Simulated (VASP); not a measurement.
# Ga3IrRu (P6/mmm) in VASP: notebook

Runs on Ga3IrRu. Level: PBE. Tasks: relaxation of cell and atoms, single point.

All numbers are computed with VASP 6.6.1; they aren't measurements. Logs are shortened: lines on timing, memory, paths and dates and some standing lists are left out, and cuts for length are marked.

### 1 The cell of the first run

The structure is hexagonal, space group P6/mmm (No. 191). The conventional cell has a = 4.250 Å, b = 4.250 Å, c = 5.702 Å, α = 90.00°, β = 90.00°, γ = 120.00°. Ga (site symmetry mmm) has 4 Ga at 2.12 Å and 2 Ir at 2.12 Å within 2.8 Å. Within 3.8 Å of Ru (site symmetry 6/mmm) lie 2 Ir at 2.85 Å and 12 Ga at 3.56 Å. Ir (site symmetry 6/mmm) has 6 Ga at 2.12 Å and 2 Ru at 2.85 Å within 2.9 Å.

The cell was built from a structure type or drawn by symmetry, and may not be a known phase.

### 2 Relaxation of cell and atoms, PBE

INCAR reads:

```
SYSTEM = Ga3IrRu
PREC = Accurate ; ENCUT = 600
EDIFF = 1E-6 ; ISMEAR = 0
SIGMA = 0.1 ; LREAL = .False.
LASPH = .True. ; NELM = 60
ALGO = Normal ; ISIF = 3
LWAVE = .False. ; LCHARG = .False.
GGA = PE ; IBRION = 2
NSW = 90 ; EDIFFG = -0.04
```

KPOINTS reads:

```
regular mesh
0
Gamma
  6 6 4
  0 0 0
```

POSCAR reads:

```
Ga3IrRu
1.0
    4.2495212600      0.0000000000      0.0000000000
   -2.1247606300      3.6801933600      0.0000000000
    0.0000000000      0.0000000000      5.7022530100
Ga Ru Ir
3 1 1
Direct
    0.5000000000      0.0000000000      0.0000000000
    0.0000000000      0.5000000000      0.0000000000
    0.5000000000      0.5000000000      0.0000000000
    0.0000000000      0.0000000000      0.5000000000
    0.0000000000      0.0000000000      0.0000000000
```

Potentials or basis: VASP PAW PBE potentials, release 64 (Ga_d, Ru_pv, Ir).

Launch:

```console
$ cat potpaw_PBE.64/Ga_d/POTCAR potpaw_PBE.64/Ru_pv/POTCAR potpaw_PBE.64/Ir/POTCAR > POTCAR
$ mpirun -np 1 vasp_std > vasp.out
```

OUTCAR:

```text
SYSTEM = Ga3IrRu
   PREC = Accurate
   ENCUT = 600
   EDIFF = 1E-6
   ISMEAR = 0
   LREAL = .False.
   LASPH = .True.
   NELM = 60
   ISIF = 3
   GGA = PE
   IBRION = 2
   NSW = 90
   EDIFFG = -0.04

 ion  position               nearest neighbor table
   1  0.500  0.000  0.000-   2 2.12   3 2.12   3 2.12   2 2.12   5 2.12   5 2.12
   2  0.000  0.500  0.000-   1 2.12   5 2.12   5 2.12   1 2.12   3 2.12   3 2.12
   3  0.500  0.500  0.000-   1 2.12   5 2.12   1 2.12   5 2.12   2 2.12   2 2.12
   4  0.000  0.000  0.500-   5 2.85   5 2.85
   5  0.000  0.000  0.000-   2 2.12   3 2.12   2 2.12   3 2.12   1 2.12   1 2.12   4 2.85   4 2.85

  LATTYP: Found a hexagonal cell.
 ALAT       =     4.2495212600
 C/A-ratio  =     1.3418577438

  Lattice vectors:

 A1 = (   4.2495212600,   0.0000000000,   0.0000000000)
 A2 = (  -2.1247606300,   3.6801933600,   0.0000000000)
 A3 = (   0.0000000000,   0.0000000000,   5.7022530100)

Analysis of symmetry for initial positions (statically):
=====================================================================
 Subroutine PRICEL returns:
 Original cell was already a primitive cell.

 Routine SETGRP: Setting up the symmetry group for a
 hexagonal supercell.

 Subroutine GETGRP returns: Found 24 space group operations
 (whereof 24 operations were pure point group operations)
 out of a pool of 24 trial point group operations.

The static configuration has the point symmetry D_6h.

Analysis of symmetry for dynamics (positions and initial velocities):
=====================================================================
 Subroutine PRICEL returns:
 Original cell was already a primitive cell.

 Routine SETGRP: Setting up the symmetry group for a
 hexagonal supercell.

 Subroutine GETGRP returns: Found 24 space group operations
 (whereof 24 operations were pure point group operations)
 out of a pool of 24 trial point group operations.

The dynamic configuration has the point symmetry D_6h.

 Subroutine INISYM returns: Found 24 space group operations
 (whereof 24 operations are pure point group operations),
 and found     1 'primitive' translations

----------------------------------------------------------------------------------------

                                     Primitive cell

  volume of cell :      89.1779

  direct lattice vectors                    reciprocal lattice vectors
     4.249521260  0.000000000  0.000000000     0.235320625  0.135862427  0.000000000
    -2.124760630  3.680193360  0.000000000     0.000000000  0.271724853  0.000000000
     0.000000000  0.000000000  5.702253010     0.000000000  0.000000000  0.175369279

  length of vectors
     4.249521260  4.249521256  5.702253010     0.271724853  0.271724853  0.175369279

  position of ions in fractional coordinates (direct lattice)
     0.500000000  0.000000000  0.000000000
     1.000000000  0.500000000  0.000000000
     0.500000000  0.500000000  0.000000000
     0.000000000  0.000000000  0.500000000
     0.000000000  0.000000000  0.000000000

  ion indices of the primitive-cell ions
   primitive index   ion index
                 1           1
                 2           2
                 3           3
                 4           4
                 5           5

----------------------------------------------------------------------------------------

 KPOINTS: regular mesh

Automatic generation of k-mesh.
 Grid dimensions read from file:
 generate k-points for:    6    6    4

 Generating k-lattice:

  Cartesian coordinates                     Fractional coordinates (reciprocal lattice)
     0.039220104  0.022643738  0.000000000     0.166666667 -0.000000000  0.000000000
     0.000000000  0.045287476  0.000000000     0.000000000  0.166666667  0.000000000
     0.000000000  0.000000000  0.043842320     0.000000000  0.000000000  0.250000000

  Length of vectors
     0.045287475  0.045287476  0.043842320

  Shift w.r.t. Gamma in fractional coordinates (k-lattice)
     0.000000000  0.000000000  0.000000000

 Subroutine IBZKPT returns following result:
 ===========================================

 Found     21 irreducible k-points:

 Following reciprocal coordinates:
            Coordinates               Weight
  0.000000  0.000000  0.000000      1.000000
  0.166667 -0.000000  0.000000      6.000000
  0.333333 -0.000000  0.000000      6.000000
  0.500000 -0.000000  0.000000      3.000000
  0.166667  0.166667  0.000000      6.000000
  0.333333  0.166667  0.000000     12.000000
[... 13 lines left out ...]
  0.333333  0.166667  0.500000     12.000000
  0.333333  0.333333  0.500000      2.000000
   k-points           NKPTS =     21   k-points in BZ     NKDIM =     21   number of bands    NBANDS=     37
   number of dos      NEDOS =    301   number of ions     NIONS =      5
   total plane-waves  NPLWV =  62208
   dimension x,y,z NGX =    36 NGY =   36 NGZ =   48
   dimension x,y,z NGXF=    72 NGYF=   72 NGZF=   96
   ions per type =               3   1   1
   NGX,Y,Z   is equivalent  to a cutoff of  14.08, 14.08, 13.99 a.u.
   NGXF,Y,Z  is equivalent  to a cutoff of  28.17, 28.17, 27.99 a.u.
 SYSTEM =  Ga3IrRu
   PREC   = accura    normal or accurate (medium, high low for compatibility)
   ISTART =      0    job   : 0-new  1-cont  2-samecut
   ICHARG =      2    charge: 1-file 2-atom 10-const
   ISPIN  =      1    spin polarized calculation?
   LNONCOLLINEAR =      F non collinear calculations
   LSORBIT =      F    spin-orbit coupling
   LASPH  =      T    aspherical Exc in radial PAW
   ENCUT  =  600.0 eV  44.10 Ry    6.64 a.u.   8.49  8.49 11.39*2*pi/ulx,y,z
   NELM   =     60;   NELMIN=  2; NELMDL= -5     # of ELM steps
   EDIFF  = 0.1E-05   stopping-criterion for ELM
   LREAL  =      F    real-space projection
   EDIFFG = -.4E-01   stopping-criterion for IOM
   NSW    =     90    number of steps for IOM
   IBRION =      2    ionic relax: 0-MD 1-quasi-New 2-CG
   NFREE  =      1    steps in history (QN), initial steepest desc. (CG)
   ISIF   =      3    stress and relaxation
   ISYM   =      2    0-nonsym 1-usesym 2-fastsym
   POTIM  = 0.5000    time-step for ionic-motion
   TEBEG  =    0.0;   TEEND  =   0.0 temperature during run
   PSTRESS=    0.0 pullay stress
   NELECT =      62.0000    total number of electrons
   NUPDOWN=      -1.0000    fix difference up-down
   EMIN   =  10.00;   EMAX   =-10.00  energy-range for DOS
   EFERMI =   0.00;   METHOD = LEGACY
   ISMEAR =     0;   SIGMA  =   0.10  broadening in eV -4-tet -1-fermi 0-gaus
   EFERMI_NEDOS =   21; number of points for ismear=-14 and -15
   IALGO  =     38    algorithm
   IMIX   =      4    mixing-type and parameters
     AMIX     =   0.40;   BMIX     =  1.00
     AMIX_MAG =   1.60;   BMIX_MAG =  1.00
  volume/ion in A,a.u.               =      17.84       120.36
  Fermi-wavevector in a.u.,A,eV,Ry     =   1.450284  2.740639 28.617451  2.103323
  Thomas-Fermi vector in A             =   2.567914
   LORBIT       =      0    0 simple, 1 ext, 2 COOP (PROOUT), +10 PAW based schemes
   GGA     = PE    functional components
   LHFCALC =     F    Hartree Fock is set to
   AEXX    =    0.0000 exact exchange contribution
   IVDW    =     0    specifies the selected vdW correction
   LEPSILON=     F    determine dielectric tensor
   LRPA    =     F    only Hartree local field effects (RPA)
 conjugate gradient relaxation of ions
 non-spin polarized calculation
 Gauss-broadening in eV      SIGMA  =   0.10
  energy-cutoff  :      600.00
  volume of cell :       89.18
 maximum number of plane-waves:      3017
 NGX is ok and might be reduce to    36
   NGX = 17   NGY = 17   NGZ = 23

--------------------------------------- Ionic step        1  -------------------------------------------

 number of electron      62.0000021 magnetization

 Free energy of the ion-electron system (eV)
  ---------------------------------------------------
  ext. energy  EPLUGINS =         0.00000000
  ---------------------------------------------------
  free energy    TOTEN  =       -11.20202590 eV

  energy without entropy =      -11.14229680  energy(sigma->0) =      -11.17216135

------------------------ aborting loop because EDIFF is reached ----------------------------------------

  FORCE on cell =-STRESS in cart. coord.  units (eV):
  Direction    XX          YY          ZZ          XY          YZ          ZX
  --------------------------------------------------------------------------------------
  -------------------------------------------------------------------------------------
  Total       73.5438054     73.5438052     -6.0921772      0.0000000      0.0000000      0.0000000
  in kB     1321.2942750   1321.2942713   -109.4525752      0.0000000      0.0000000      0.0000000
  external PRESSURE =     844.3786570 kB  Pullay stress =       0.0000000 kB
[... 26 lines left out ...]
--------------------------------------- Ionic step        2  -------------------------------------------

 number of electron      61.9999713 magnetization

 E-fermi :  -0.0168     XC(G=0):  -6.8630

 val. band max:       -0.0200612393   @ k =   0.3333   0.1667   0.0000
 cond. band min:      -0.0160919933   @ k =   0.1667  -0.0000   0.0000
 fundamental gap:      0.0039692460
 Fermi energy:        -0.0167834883

 k-point     1 :       0.0000    0.0000    0.0000
  band No.  band energies     occupation
      1     -42.2698      2.00000
      2     -41.5250      2.00000
      3     -41.5250      2.00000
      4     -15.4758      2.00000
      5     -15.4650      2.00000
      6     -15.4494      2.00000
[... 900 lines left out ...]
  FREE ENERGIE OF THE ION-ELECTRON SYSTEM (eV)
  ---------------------------------------------------
  free  energy   TOTEN  =       -21.1387279982 eV

  energy  without entropy=      -21.0410144105  energy(sigma->0) =      -21.08987120

 E-fermi :   4.0775     XC(G=0):  -9.9384

 val. band max:        4.0770168773   @ k =   0.3333   0.1667   0.0000
 cond. band min:       4.0842720781   @ k =   0.1667   0.1667   0.2500
 fundamental gap:      0.0072552008
 Fermi energy:         4.0775241785

 k-point     1 :       0.0000    0.0000    0.0000
  band No.  band energies     occupation
      1     -38.1950      2.00000
      2     -37.3958      2.00000
      3     -37.3958      2.00000
      4     -11.6965      2.00000
      5     -11.5270      2.00000
      6     -11.5270      2.00000
[... 829 lines left out ...]
     36       6.6098      0.00000
     37       6.6098      0.00000

[... ionic steps 4 to 11 ...]

--------------------------------------- Ionic step       12  -------------------------------------------

 number of electron      61.9999943 magnetization

------------------------ aborting loop because EDIFF is reached ----------------------------------------
[... 73 lines left out ...]
--------------------------------------- Ionic step       14  -------------------------------------------

 number of electron      61.9999948 magnetization

 Free energy of the ion-electron system (eV)
  ---------------------------------------------------
  ext. energy  EPLUGINS =         0.00000000
  ---------------------------------------------------
  free energy    TOTEN  =       -22.94861572 eV

  energy without entropy =      -22.91971216  energy(sigma->0) =      -22.93416394

 E-fermi :   4.6514     XC(G=0): -10.2531

 val. band max:        4.6421705816   @ k =   0.1667   0.1667   0.5000
 cond. band min:       4.7019684444   @ k =   0.3333  -0.0000   0.0000
 fundamental gap:      0.0597978628
 Fermi energy:         4.6513602327

 k-point     1 :       0.0000    0.0000    0.0000
  band No.  band energies     occupation
      1     -37.9998      2.00000
      2     -36.8883      2.00000
      3     -36.8883      2.00000
      4     -11.1317      2.00000
      5     -10.9832      2.00000
      6     -10.9832      2.00000
[... 861 lines left out ...]
  FREE ENERGIE OF THE ION-ELECTRON SYSTEM (eV)
  ---------------------------------------------------
  free  energy   TOTEN  =       -22.9486157233 eV

  energy  without entropy=      -22.9197121583  energy(sigma->0) =      -22.93416394

 reached required accuracy - stopping structural energy minimisation
```

Run time: 34 min. Hardware: 1 thread of Intel Xeon 8259CL, shared host; peak memory 0.31 GiB.

What came out:

```
Free energy                           : -22.9486 eV
Relaxed volume                        : 22.02 Å³/atom
Relaxed cell                          : a = 5.150 Å, b = 5.150 Å, c = 4.793 Å, α = 90.00°, β = 90.00°, γ = 120.00°
Space group after relaxing (to 0.1 Å) : P6/mmm (No. 191)
Energy gained by relaxing             : 2349.3 meV/atom
Ionic steps                           : 14
Pressure after relaxing               : 0.1 GPa
Band gap on the k mesh                : zero (bands 31 and 32 overlap by 1.68 eV)
```

Stress tensor (GPa, compression positive):
```
0.09 0.00 0.00
0.00 0.09 0.00
0.00 0.00 0.23
```

The path:
| step | energy change (eV) | largest force (eV/Å) | pressure (GPa) | volume (Å³) |
| --- | --- | --- | --- | --- |
| 1 | 0.0000 | 0.0000 | 84.44 | 89.18 |
| 2 | -3.9015 | 0.0000 | -12.71 | 245.32 |
| 3 | -9.9367 | 0.0000 | -11.46 | 145.42 |
| 4 | -10.3553 | 0.0000 | -10.30 | 138.60 |
| 5 | -10.2655 | 0.0000 | 5.69 | 115.46 |
| 6 | -10.7202 | 0.0000 | -6.50 | 129.15 |
| 7 | -10.7469 | 0.0000 | -4.31 | 125.67 |
| 8 | -10.7474 | 0.0000 | -4.84 | 126.46 |
| 9 | -11.4908 | 0.0000 | -2.77 | 116.42 |
| 10 | -11.7381 | 0.0000 | 0.50 | 109.83 |
| 11 | -11.7404 | 0.0000 | 1.33 | 108.74 |
| 12 | -11.7413 | 0.0000 | 1.00 | 109.13 |
| 13 | -11.7432 | 0.0000 | -0.61 | 110.89 |
| 14 | -11.7466 | 0.0000 | 0.14 | 110.10 |

Final structure:
```
Ga Ru Ir
1.0
     5.14998    0.00000    0.00000
    -2.57499    4.46002    0.00000
     0.00000    0.00000    4.79333
Ga Ru Ir
3 1 1
Cartesian
  2.5750 0.0000 0.0000
  -1.2875 2.2300 4.7933
  1.2875 2.2300 0.0000
  0.0000 0.0000 2.3967
  0.0000 0.0000 0.0000
```

Caveat: the volume moved by over 15 % at a fixed basis, so the end points are rough; spin-orbit coupling is left out, which moves the levels of the heavy elements.

### 3 Single point, PBE, collinear spin, ferromagnetic start

This run uses another cell than the first one, of 22.02 Å³/atom.

INCAR reads:

```
SYSTEM = Ga3IrRu
  ALGO = Normal
  EDIFF = 1E-6
  ENCUT = 520
  GGA = PE
  ISIF = 2
  ISMEAR = 0
  ISPIN = 2
  LASPH = .TRUE.
  LCHARG = .TRUE.
  LELF = .TRUE.
  LMAXMIX = 4
  LORBIT = 11
  LREAL = .FALSE.
  LVHAR = .TRUE.
  LWAVE = .FALSE.
  MAGMOM = 0 0 0 1 1
  NBANDS = 43
  NELM = 150
  PREC = Accurate
  SIGMA = 0.1
```

KPOINTS reads:

```
k-points
0
G
  6 6 4
  0 0 0
```

POSCAR, as its differences from that of step 2:

```diff
@@ -2,5 +2,5 @@
 1.0
-    4.2495212600      0.0000000000      0.0000000000
-   -2.1247606300      3.6801933600      0.0000000000
-    0.0000000000      0.0000000000      5.7022530100
+    5.1518663310      0.0000000000      0.0000000000
+   -2.5759331655      4.4616471195      0.0000000000
+    0.0000000000      0.0000000000      4.7895851396
 Ga Ru Ir
```

Potentials or basis: VASP PAW PBE potentials, release 64 (Ga_d, Ru_pv, Ir).

Launch:

```console
$ cat potpaw_PBE.64/Ga_d/POTCAR potpaw_PBE.64/Ru_pv/POTCAR potpaw_PBE.64/Ir/POTCAR > POTCAR
$ mpirun -np 1 vasp_std > vasp.out
```

It took 4.5 min on 1 thread of Intel Xeon 8259CL, shared host; peak memory 0.37 GiB.

The run converged. Its results:

| Quantity | Value |
| --- | --- |
| Free energy | -23.0019 eV |
| Pressure | 1.9 GPa |
| Net moment | 1.84 μB per cell |
| Site moments | Ga +0.01; Ru +1.49; Ir +0.19 μB |
| Valence electrons inside the program's atomic spheres | Ga 11.64; Ru 12.49; Ir 8.56 |

Stress tensor (GPa, compression positive):
```
0.14 0.00 0.00
0.00 0.14 0.00
0.00 0.00 5.28
```

Levels at points of the mesh, in eV from the Fermi level:
Spin up:
| k point | band 28 | band 29 | band 30 | band 31 | band 32 | band 33 | band 34 | band 35 | band 36 | band 37 |
| --- | --- | --- | --- | --- | --- | --- | --- | --- | --- | --- |
| (0.00, 0.00, 0.00) | -1.60 | -0.99 | -0.99 | -0.96 | 0.52 | 0.52 | 0.74 | 1.10 | 1.10 | 4.53 |
| (0.50, 0.00, 0.00) | -0.97 | -0.88 | -0.24 | 0.49 | 0.52 | 0.73 | 1.61 | 2.92 | 3.66 | 4.43 |
| (0.00, 0.00, 0.50) | -3.11 | -2.27 | -1.40 | -1.40 | -0.13 | -0.13 | 1.17 | 1.17 | 1.19 | 4.08 |
| (0.50, 0.00, 0.50) | -2.03 | -1.83 | -1.32 | -1.08 | -0.92 | -0.91 | -0.07 | 3.02 | 3.24 | 4.29 |
Spin down:
| k point | band 28 | band 29 | band 30 | band 31 | band 32 | band 33 |
| --- | --- | --- | --- | --- | --- | --- |
| (0.00, 0.00, 0.00) | -1.60 | -0.41 | -0.12 | -0.12 | 0.90 | 1.24 |
| (0.50, 0.00, 0.00) | -0.11 | 0.09 | 0.54 | 0.76 | 1.35 | 1.38 |
| (0.00, 0.00, 0.50) | -2.80 | -1.41 | -0.53 | -0.53 | 0.56 | 0.56 |
| (0.50, 0.00, 0.50) | -1.27 | -0.84 | -0.78 | -0.39 | -0.09 | -0.06 |

Caveat: spin-orbit coupling is left out, which moves the levels of the heavy elements.
